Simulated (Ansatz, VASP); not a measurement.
Sb2Pt: VASP beside Ansatz

The input INCAR:

```
SYSTEM = Sb2Pt
  PREC = Accurate
  ENCUT = 520
  EDIFF = 1E-6
  ISMEAR = -1
  SIGMA = 0.02
  LREAL = .False.
  LASPH = .True.
  NELM = 100
  ALGO = Normal
  ISIF = 2
  LWAVE = .False.
  LCHARG = .False.
  NBANDS = 52
```

Contents of KPOINTS:

```
regular mesh
0
Gamma
  4 4 4
  0 0 0
```

POSCAR

```
Sb2Pt
1.0
    6.5065554916      0.0000000000      0.0000000000
    0.0000000000      6.5065554916      0.0000000000
    0.0000000000      0.0000000000      6.5065554916
Sb Pt
8 4
Direct
    0.3755526315      0.3755526315      0.3755526315
    0.1244473685      0.6244473685      0.8755526315
    0.8755526315      0.1244473685      0.6244473685
    0.6244473685      0.8755526315      0.1244473685
    0.6244473685      0.6244473685      0.6244473685
    0.8755526315      0.3755526315      0.1244473685
    0.1244473685      0.8755526315      0.3755526315
    0.3755526315      0.1244473685      0.8755526315
    0.0000000000      0.0000000000      0.0000000000
    0.5000000000      0.0000000000      0.5000000000
    0.5000000000      0.5000000000      0.0000000000
    0.0000000000      0.5000000000      0.5000000000
```

Input for Ansatz:

```yaml
crystal:
  lattice:
    - [6.5065554916, 0.0, 0.0]
    - [0.0, 6.5065554916, 0.0]
    - [0.0, 0.0, 6.5065554916]
  atoms:
    - { symbol: Sb, position: [0.3755526315, 0.3755526315, 0.3755526315] }
    - { symbol: Sb, position: [0.1244473685, 0.6244473685, 0.8755526315] }
    - { symbol: Sb, position: [0.8755526315, 0.1244473685, 0.6244473685] }
    - { symbol: Sb, position: [0.6244473685, 0.8755526315, 0.1244473685] }
    - { symbol: Sb, position: [0.6244473685, 0.6244473685, 0.6244473685] }
    - { symbol: Sb, position: [0.8755526315, 0.3755526315, 0.1244473685] }
    - { symbol: Sb, position: [0.1244473685, 0.8755526315, 0.3755526315] }
    - { symbol: Sb, position: [0.3755526315, 0.1244473685, 0.8755526315] }
    - { symbol: Pt, position: [0.0, 0.0, 0.0] }
    - { symbol: Pt, position: [0.5, 0.0, 0.5] }
    - { symbol: Pt, position: [0.5, 0.5, 0.0] }
    - { symbol: Pt, position: [0.0, 0.5, 0.5] }
kpoints:
  mp_grid: { grid: [4, 4, 4] }
  band_path:
    path:
      - [0.0, 0.0, 0.0]
      - [0.0, 0.5, 0.0]
      - [0.5, 0.5, 0.0]
      - [0.5, 0.5, 0.5]
      - [0.5, 0.0, 0.0]
      - [0.0, 0.0, 0.25]
      - [0.0, 0.2, 0.0]
    npoints: 1
hamiltonian:
  xc: lda
scf:
  occupations: { method: fermi_dirac, width: 0.02 }
  n_extra_bands: 7
output:
  forces: true
  stress: true
  eigenvalues: true
```

Alike in both runs: task single point; functional LDA; k mesh 4 × 4 × 4; occupations fermi-dirac, width 0.02 eV; no spin polarisation.

|  | VASP | Ansatz |
| --- | --- | --- |
| version | VASP 6.6.1 | Ansatz 0.2.0 |
| potentials or method | VASP PAW LDA potentials, release 64 (Sb, Pt) | plane waves, PAW |
| plane-wave cutoff (eV) | 520 | 420 |
| valence electrons in the cell | 80 | 192 |

|  | VASP | Ansatz | Ansatz less VASP |
| --- | --- | --- | --- |
| pressure (GPa) | -4.1 | -4.3 | -0.21 |
| rms of the force components (eV/Å) | 0.067 | 0.052 | -0.0154 |

LDA's correlation is that of Perdew and Zunger in VASP and of Perdew and Wang (1992) in Ansatz. Atom by atom the forces differ by 0.015 eV/Å (rms over components). VASP's potentials hold 80 valence electrons a cell and Ansatz's 192, so a difference there can come from the potentials and not from the codes.

Neither program's run includes spin-orbit coupling.
